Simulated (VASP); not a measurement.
# LiF (I4/mmm) in VASP: notebook

LiF is run at these levels: PBE; tasks: single point.

Program: VASP 6.6.1. These are calculated values, not measurements. Logs are shortened: lines on timing, memory, paths and dates and some standing lists are left out, and cuts for length are marked.

## (1) The cell of the first run

The structure is tetragonal, space group I4/mmm (No. 139). The conventional cell has a = 2.708 Å, b = 2.708 Å, c = 4.111 Å, α = 90.00°, β = 90.00°, γ = 90.00°. Within 2.5 Å of Li (site symmetry 4/mmm) lie 6 F at 1.92 to 2.06 Å. Within 2.5 Å of F (site symmetry 4/mmm) lie 6 Li at 1.92 to 2.06 Å.

## (2) Single point, PBE (epitaxial xy strain -4.0%)

File INCAR:

```
PREC = Accurate
ENCUT = 520
EDIFF = 1E-6
ISMEAR = -1
SIGMA = 0.02
LREAL = F
LASPH = T
NELM = 100
ALGO = Normal
ISIF = 2
LWAVE = F
LCHARG = T
GGA = PE
LELF = T
LVHAR = T
NBANDS = 12
```

File KPOINTS:

```
regular mesh
0
Gamma
  10 10 10
```

File POSCAR:

```
LiF
1.0
    0.0000000000      1.9150768680      2.0553467111
    1.9150768680      0.0000000000      2.0553467111
    1.9150768680      1.9150768680      0.0000000000
Li F
1 1
Direct
    0.0000000000      0.0000000000      0.0000000000
    0.5000000000      0.5000000000      0.5000000000
```

Potentials or basis: VASP PAW PBE potentials, release 64 (Li_sv, F).

Command:

```bash
$ cat potpaw_PBE.64/Li_sv/POTCAR potpaw_PBE.64/F/POTCAR > POTCAR
$ mpirun -np 1 vasp_std > vasp.out
```

OUTCAR:

```text
PREC = Accurate
   ENCUT = 520
   EDIFF = 1E-6
   ISMEAR = -1
   LREAL = F
   LASPH = T
   NELM = 100
   ISIF = 2
   GGA = PE

 ion  position               nearest neighbor table
   1  0.000  0.000  0.000-   2 1.92   2 1.92   2 1.92   2 1.92   2 2.06   2 2.06
   2  0.500  0.500  0.500-   1 1.92   1 1.92   1 1.92   1 1.92   1 2.06   1 2.06

  LATTYP: Found a body centered tetragonal cell.
 ALAT       =     2.7083276797
 C/A-ratio  =     1.5177976627

  Lattice vectors:

 A1 = (  -1.9150768680,   0.0000000000,   2.0553467111)
 A2 = (   1.9150768680,   0.0000000000,   2.0553467111)
 A3 = (   0.0000000000,   1.9150768680,  -2.0553467111)

Analysis of symmetry for initial positions (statically):
=====================================================================
 Subroutine PRICEL returns:
 Original cell was already a primitive cell.

 Routine SETGRP: Setting up the symmetry group for a
 body centered tetragonal supercell.

 Subroutine GETGRP returns: Found 16 space group operations
 (whereof 16 operations were pure point group operations)
 out of a pool of 16 trial point group operations.

The static configuration has the point symmetry D_4h.

Analysis of symmetry for dynamics (positions and initial velocities):
=====================================================================
 Subroutine PRICEL returns:
 Original cell was already a primitive cell.

 Routine SETGRP: Setting up the symmetry group for a
 body centered tetragonal supercell.

 Subroutine GETGRP returns: Found 16 space group operations
 (whereof 16 operations were pure point group operations)
 out of a pool of 16 trial point group operations.

The dynamic configuration has the point symmetry D_4h.

 Subroutine INISYM returns: Found 16 space group operations
 (whereof 16 operations are pure point group operations),
 and found     1 'primitive' translations

----------------------------------------------------------------------------------------

                                     Primitive cell

  volume of cell :      15.0760

  direct lattice vectors                    reciprocal lattice vectors
     0.000000000  1.915076868  2.055346711    -0.261086126  0.261086126  0.243267959
     1.915076868  0.000000000  2.055346711     0.261086126 -0.261086126  0.243267959
     1.915076868  1.915076868  0.000000000     0.261086126  0.261086126 -0.243267959

  length of vectors
     2.809264942  2.809264942  2.708327680     0.442166519  0.442166519  0.442166519

  position of ions in fractional coordinates (direct lattice)
     0.000000000  0.000000000  0.000000000
     0.500000000  0.500000000  0.500000000

  ion indices of the primitive-cell ions
   primitive index   ion index
                 1           1
                 2           2

----------------------------------------------------------------------------------------

 KPOINTS: regular mesh

Automatic generation of k-mesh.
 Grid dimensions read from file:
 generate k-points for:   10   10   10

 Generating k-lattice:

  Cartesian coordinates                     Fractional coordinates (reciprocal lattice)
    -0.026108613  0.026108613  0.024326796     0.100000000  0.000000000  0.000000000
     0.026108613 -0.026108613  0.024326796     0.000000000  0.100000000  0.000000000
     0.026108613  0.026108613 -0.024326796     0.000000000  0.000000000  0.100000000

  Length of vectors
     0.044216652  0.044216652  0.044216652

  Shift w.r.t. Gamma in fractional coordinates (k-lattice)
     0.000000000  0.000000000  0.000000000

 Subroutine IBZKPT returns following result:
 ===========================================

 Found    102 irreducible k-points:

 Following reciprocal coordinates:
            Coordinates               Weight
  0.000000  0.000000  0.000000      1.000000
  0.100000 -0.000000  0.000000      8.000000
  0.200000 -0.000000  0.000000      8.000000
  0.300000  0.000000  0.000000      8.000000
  0.400000  0.000000  0.000000      8.000000
  0.500000 -0.000000  0.000000      4.000000
[... 16 lines left out ...]
  0.300000  0.300000  0.000000      2.000000
  0.400000  0.300000  0.000000      8.000000
 [... further k-points ...]
   k-points           NKPTS =    102   k-points in BZ     NKDIM =    102   number of bands    NBANDS=     12
   number of dos      NEDOS =    301   number of ions     NIONS =      2
   total plane-waves  NPLWV =  11520
   dimension x,y,z NGX =    24 NGY =   24 NGZ =   20
   dimension x,y,z NGXF=    48 NGYF=   48 NGZF=   40
   ions per type =               1   1
   NGX,Y,Z   is equivalent  to a cutoff of  14.20, 14.20, 12.28 a.u.
   NGXF,Y,Z  is equivalent  to a cutoff of  28.41, 28.41, 24.55 a.u.
 SYSTEM =  unknown system
   PREC   = accura    normal or accurate (medium, high low for compatibility)
   ISTART =      0    job   : 0-new  1-cont  2-samecut
   ICHARG =      2    charge: 1-file 2-atom 10-const
   ISPIN  =      1    spin polarized calculation?
   LNONCOLLINEAR =      F non collinear calculations
   LSORBIT =      F    spin-orbit coupling
   LASPH  =      T    aspherical Exc in radial PAW
   ENCUT  =  520.0 eV  38.22 Ry    6.18 a.u.   5.22  5.22  5.04*2*pi/ulx,y,z
   NELM   =    100;   NELMIN=  2; NELMDL= -5     # of ELM steps
   EDIFF  = 0.1E-05   stopping-criterion for ELM
   LREAL  =      F    real-space projection
   EDIFFG = 0.1E-04   stopping-criterion for IOM
   NSW    =      0    number of steps for IOM
   IBRION =     -1    ionic relax: 0-MD 1-quasi-New 2-CG
   NFREE  =      0    steps in history (QN), initial steepest desc. (CG)
   ISIF   =      2    stress and relaxation
   ISYM   =      2    0-nonsym 1-usesym 2-fastsym
   POTIM  = 0.5000    time-step for ionic-motion
   TEBEG  =    0.0;   TEEND  =   0.0 temperature during run
   PSTRESS=    0.0 pullay stress
   NELECT =      10.0000    total number of electrons
   NUPDOWN=      -1.0000    fix difference up-down
   EMIN   =  10.00;   EMAX   =-10.00  energy-range for DOS
   EFERMI =   0.00;   METHOD = LEGACY
   ISMEAR =    -1;   SIGMA  =   0.02  broadening in eV -4-tet -1-fermi 0-gaus
   EFERMI_NEDOS =   21; number of points for ismear=-14 and -15
   IALGO  =     38    algorithm
   IMIX   =      4    mixing-type and parameters
     AMIX     =   0.40;   BMIX     =  1.00
     AMIX_MAG =   1.60;   BMIX_MAG =  1.00
  volume/ion in A,a.u.               =       7.54        50.87
  Fermi-wavevector in a.u.,A,eV,Ry     =   1.427729  2.698016 27.734238  2.038409
  Thomas-Fermi vector in A             =   2.547867
   LORBIT       =      0    0 simple, 1 ext, 2 COOP (PROOUT), +10 PAW based schemes
   GGA     = PE    functional components
   LHFCALC =     F    Hartree Fock is set to
   AEXX    =    0.0000 exact exchange contribution
   IVDW    =     0    specifies the selected vdW correction
   LEPSILON=     F    determine dielectric tensor
   LRPA    =     F    only Hartree local field effects (RPA)
 non-spin polarized calculation
  energy-cutoff  :      520.00
  volume of cell :       15.08
 maximum number of plane-waves:       419
 NGX is ok and might be reduce to    24
   NGX = 11   NGY = 11   NGZ =  9

 number of electron      10.0000002 magnetization

 Free energy of the ion-electron system (eV)
  ---------------------------------------------------
  ext. energy  EPLUGINS =         0.00000000
  ---------------------------------------------------
  free energy    TOTEN  =        -9.57511764 eV

  energy without entropy =       -9.57511764  energy(sigma->0) =       -9.57511764

 E-fermi :   0.1456     XC(G=0): -10.3720

 val. band max:       -0.4301434765   @ k =   0.0000   0.0000   0.0000
 cond. band min:       9.2997338258   @ k =   0.0000   0.0000   0.0000
 fundamental gap:      9.7298773023
 Fermi energy:         0.1455610724

 k-point     1 :       0.0000    0.0000    0.0000
  band No.  band energies     occupation
      1     -41.2535      2.00000
      2     -20.7149      2.00000
      3      -0.5668      2.00000
      4      -0.5668      2.00000
      5      -0.4301      2.00000
      6       9.2997      0.00000
      7      23.4332      0.00000
      8      24.2514      0.00000
      9      24.9027      0.00000
     10      24.9027      0.00000
     11      25.1834      0.00000
     12      25.1834      0.00000

 k-point     2 :       0.1000   -0.0000    0.0000
  band No.  band energies     occupation
      1     -41.2457      2.00000
      2     -20.6728      2.00000
      3      -0.8449      2.00000
      4      -0.5788      2.00000
      5      -0.5018      2.00000
      6       9.5889      0.00000
      7      21.4550      0.00000
      8      22.6313      0.00000
      9      23.7598      0.00000
     10      25.4974      0.00000
     11      26.0658      0.00000
     12      26.2211      0.00000

 k-point     3 :       0.2000   -0.0000    0.0000
  band No.  band energies     occupation
      1     -41.2247      2.00000
      2     -20.5570      2.00000
      3      -1.5851      2.00000
      4      -0.6097      2.00000
      5      -0.6093      2.00000
      6      10.2149      0.00000
      7      18.9839      0.00000
      8      20.9747      0.00000
      9      22.2446      0.00000
     10      26.7010      0.00000
     11      27.3763      0.00000
     12      27.4521      0.00000

 k-point     4 :       0.3000    0.0000    0.0000
  band No.  band energies     occupation
      1     -41.1988      2.00000
      2     -20.4072      2.00000
      3      -2.4171      2.00000
      4      -0.7305      2.00000
      5      -0.6446      2.00000
      6      10.6739      0.00000
      7      17.5790      0.00000
      8      19.6276      0.00000
      9      20.9142      0.00000
     10      28.2218      0.00000
     11      29.1798      0.00000
     12      29.1987      0.00000

 k-point     5 :       0.4000    0.0000    0.0000
  band No.  band energies     occupation
      1     -41.1778      2.00000
      2     -20.2797      2.00000
      3      -3.0413      2.00000
      4      -0.8241      2.00000
      5      -0.6714      2.00000
      6      10.7406      0.00000
      7      17.1879      0.00000
      8      18.7604      0.00000
      9      20.0385      0.00000
     10      29.8770      0.00000
     11      31.0171      0.00000
     12      31.2998      0.00000
[... 228 lines left out ...]
      1     -41.1705      2.00000
      2     -20.2120      2.00000
      3      -2.7520      2.00000
      4      -1.7618      2.00000
      5      -0.6909      2.00000
      6      12.1665      0.00000
      7      15.3263      0.00000
      8      19.7327      0.00000
      9      20.1795      0.00000
     10      29.5717      0.00000
     11      30.1789      0.00000
     12      30.5338      0.00000

 k-point    22 :      -0.2000    0.2000    0.0000
  band No.  band energies     occupation
      1     -41.1880      2.00000
      2     -20.3439      2.00000
      3      -2.3588      2.00000
      4      -1.3771      2.00000
      5      -0.5772      2.00000
      6      11.5562      0.00000
      7      16.0289      0.00000
      8      20.1187      0.00000
      9      20.7631      0.00000
     10      27.9447      0.00000
     11      28.1564      0.00000
     12      30.8735      0.00000

 k-point    23 :       0.3000    0.3000    0.0000
  band No.  band energies     occupation
      1     -41.1945      2.00000
      2     -20.2636      2.00000
      3      -2.6992      2.00000
      4      -1.1739      2.00000
      5      -1.1739      2.00000
      6      12.1724      0.00000
      7      18.4220      0.00000
      8      19.1094      0.00000
      9      21.6326      0.00000
     10      21.6326      0.00000
     11      35.1689      0.00000
     12      35.6496      0.00000

 k-point    24 :       0.4000    0.3000    0.0000
  band No.  band energies     occupation
      1     -41.1799      2.00000
      2     -20.1455      2.00000
      3      -3.1478      2.00000
      4      -1.4097      2.00000
      5      -1.2546      2.00000
      6      12.8773      0.00000
      7      17.3240      0.00000
      8      18.7289      0.00000
      9      21.3458      0.00000
     10      22.4225      0.00000
     11      34.7378      0.00000
     12      36.4032      0.00000

 [... further k-points ...]
[... 5 lines left out ...]
  --------------------------------------------------------------------------------------
  -------------------------------------------------------------------------------------
  Total        1.1706952      1.1706952      0.4008212      0.0000000     -0.0000000      0.0000000
  in kB      124.4133341    124.4133341     42.5964882      0.0000000     -0.0000000      0.0000000
  external PRESSURE =      97.1410521 kB  Pullay stress =       0.0000000 kB

 VOLUME and BASIS-vectors are now :
 -----------------------------------------------------------------------------
  energy-cutoff  :      520.00
  volume of cell :       15.08
      direct lattice vectors                 reciprocal lattice vectors
     0.000000000  1.915076868  2.055346711    -0.261086126  0.261086126  0.243267959
     1.915076868  0.000000000  2.055346711     0.261086126 -0.261086126  0.243267959
     1.915076868  1.915076868  0.000000000     0.261086126  0.261086126 -0.243267959

 POSITION                                       TOTAL-FORCE (eV/Angst)
 -----------------------------------------------------------------------------------
      0.00000      0.00000      0.00000         0.000000     -0.000000      0.000000
      1.91508      1.91508      2.05535        -0.000000      0.000000     -0.000000
 -----------------------------------------------------------------------------------
    total drift:                               -0.000000     -0.000000      0.000000

  FREE ENERGIE OF THE ION-ELECTRON SYSTEM (eV)
  ---------------------------------------------------
  free  energy   TOTEN  =        -9.5751176357 eV

  energy  without entropy=       -9.5751176357  energy(sigma->0) =       -9.57511764
```

It took 18 s on 1 thread of Intel Xeon 8259CL, shared host; peak memory 0.14 GiB.

What came out:

```
Free energy            : -9.5751 eV
Band gap on the k mesh : 9.73 eV, direct
```

Caveat: the cell differs from its parent crystal (epitaxial xy strain -4.0%); the cutoff is under 1.25 times the usual one of these potentials, so pressure, stress and relaxed cells hold a basis-set (Pulay) error. A k mesh can miss the band edges.

## (3) Single point, PBE (epitaxial xy strain -3.0%)

File INCAR:

```
  PREC = Accurate
  ENCUT = 520
  EDIFF = 1E-6
  ISMEAR = -1
  SIGMA = 0.02
  LREAL = False
  LASPH = True
  NELM = 60
  ALGO = Normal
  ISIF = 2
  LWAVE = False
  LCHARG = False
  GGA = PE
  NBANDS = 12
```

KPOINTS is that of step 2.

File POSCAR:

```
LiF
1.0
    0.0000000000      1.9350255854      2.0391122889
    1.9350255854      0.0000000000      2.0391122889
    1.9350255854      1.9350255854      0.0000000000
Li F
1 1
Direct
    0.0000000000      0.0000000000      0.0000000000
    0.5000000000      0.5000000000      0.5000000000
```

Potentials or basis: VASP PAW PBE potentials, release 64 (Li_sv, F).

Command:

```bash
$ cat potpaw_PBE.64/Li_sv/POTCAR potpaw_PBE.64/F/POTCAR > POTCAR
$ mpirun -np 1 vasp_std > vasp.out
```

OUTCAR:

```text
PREC = Accurate
   ENCUT = 520
   EDIFF = 1E-6
   ISMEAR = -1
   LREAL = False
   LASPH = True
   NELM = 60
   ISIF = 2
   GGA = PE

 ion  position               nearest neighbor table
   1  0.000  0.000  0.000-   2 1.94   2 1.94   2 1.94   2 1.94   2 2.04   2 2.04
   2  0.500  0.500  0.500-   1 1.94   1 1.94   1 1.94   1 1.94   1 2.04   1 2.04

  LATTYP: Found a body centered tetragonal cell.
 ALAT       =     2.7365394264
 C/A-ratio  =     1.4902853357

  Lattice vectors:

 A1 = (  -1.9350255854,   0.0000000000,   2.0391122889)
 A2 = (   1.9350255854,   0.0000000000,   2.0391122889)
 A3 = (   0.0000000000,   1.9350255854,  -2.0391122889)

Analysis of symmetry for initial positions (statically):
=====================================================================
 Subroutine PRICEL returns:
 Original cell was already a primitive cell.

 Routine SETGRP: Setting up the symmetry group for a
 body centered tetragonal supercell.

 Subroutine GETGRP returns: Found 16 space group operations
 (whereof 16 operations were pure point group operations)
 out of a pool of 16 trial point group operations.

The static configuration has the point symmetry D_4h.

Analysis of symmetry for dynamics (positions and initial velocities):
[... 165 lines left out ...]

 k-point     1 :       0.0000    0.0000    0.0000
  band No.  band energies     occupation
      1     -41.3666      2.00000
      2     -20.7608      2.00000
      3      -0.6356      2.00000
      4      -0.6356      2.00000
      5      -0.5269      2.00000
      6       9.1084      0.00000
      7      23.4552      0.00000
      8      24.1243      0.00000
      9      24.6009      0.00000
     10      24.6009      0.00000
     11      24.7444      0.00000
     12      24.7444      0.00000
[... 331 lines left out ...]
 k-point    24 :       0.4000    0.3000    0.0000
  band No.  band energies     occupation
      1     -41.2942      2.00000
      2     -20.1914      2.00000
      3      -3.1699      2.00000
      4      -1.4971      2.00000
      5      -1.3523      2.00000
      6      12.7943      0.00000
      7      17.0127      0.00000
      8      18.5210      0.00000
      9      20.9004      0.00000
     10      21.9758      0.00000
     11      34.4879      0.00000
     12      35.9761      0.00000

 [... further k-points ...]
[... 5 lines left out ...]
  --------------------------------------------------------------------------------------
  -------------------------------------------------------------------------------------
  Total        0.9463773      0.9463773      0.3976526      0.0000000     -0.0000000      0.0000000
  in kB       99.2956721     99.2956721     41.7224534      0.0000000     -0.0000000      0.0000000
  external PRESSURE =      80.1045992 kB  Pullay stress =       0.0000000 kB

 VOLUME and BASIS-vectors are now :
 -----------------------------------------------------------------------------
  energy-cutoff  :      520.00
  volume of cell :       15.27
      direct lattice vectors                 reciprocal lattice vectors
     0.000000000  1.935025585  2.039112289    -0.258394516  0.258394516  0.245204741
     1.935025585  0.000000000  2.039112289     0.258394516 -0.258394516  0.245204741
     1.935025585  1.935025585  0.000000000     0.258394516  0.258394516 -0.245204741

 POSITION                                       TOTAL-FORCE (eV/Angst)
 -----------------------------------------------------------------------------------
      0.00000      0.00000      0.00000        -0.000000      0.000000      0.000000
      1.93503      1.93503      2.03911         0.000000     -0.000000      0.000000
 -----------------------------------------------------------------------------------
    total drift:                               -0.000000     -0.000000      0.000000

  FREE ENERGIE OF THE ION-ELECTRON SYSTEM (eV)
  ---------------------------------------------------
  free  energy   TOTEN  =        -9.5945793844 eV

  energy  without entropy=       -9.5945793844  energy(sigma->0) =       -9.59457938
```

OSZICAR:

```text
N       E                     dE             d eps       ncg     rms          rms(c)
DAV:   1     0.315839122549E+02    0.31584E+02   -0.56293E+03  2540   0.860E+02
DAV:   2    -0.908090620253E+01   -0.40665E+02   -0.39832E+02  2948   0.191E+02
DAV:   3    -0.101009812694E+02   -0.10201E+01   -0.10165E+01  3220   0.262E+01
DAV:   4    -0.101113485362E+02   -0.10367E-01   -0.10367E-01  2760   0.271E+00
DAV:   5    -0.101114579800E+02   -0.10944E-03   -0.10944E-03  3132   0.213E-01    0.457E+00
DAV:   6    -0.958356152962E+01    0.52790E+00   -0.24221E+00  2744   0.985E+00    0.134E+00
DAV:   7    -0.958789091418E+01   -0.43294E-02   -0.21123E-02  3276   0.127E+00    0.851E-01
DAV:   8    -0.959448446916E+01   -0.65936E-02   -0.14027E-02  2940   0.123E+00    0.106E-01
DAV:   9    -0.959450751346E+01   -0.23044E-04   -0.92091E-04  2836   0.275E-01    0.418E-02
DAV:  10    -0.959457734707E+01   -0.69834E-04   -0.11754E-04  2812   0.867E-02    0.155E-02
DAV:  11    -0.959457858888E+01   -0.12418E-05   -0.64435E-06  3120   0.236E-02    0.253E-03
DAV:  12    -0.959457938443E+01   -0.79555E-06   -0.42752E-07  2732   0.570E-03
   1 F= -.95945794E+01 E0= -.95945794E+01  d E =-.457747E-11
```

It took 18 s on 1 thread of Intel Xeon 8259CL, shared host; peak memory 0.14 GiB.

Results:

| Property | Result |
| --- | --- |
| Free energy | -9.5946 eV |
| Band gap on the k mesh | 9.64 eV, direct |

Caveat: the cell differs from its parent crystal (epitaxial xy strain -3.0%); the cutoff is under 1.25 times the usual one of these potentials, so pressure, stress and relaxed cells hold a basis-set (Pulay) error.
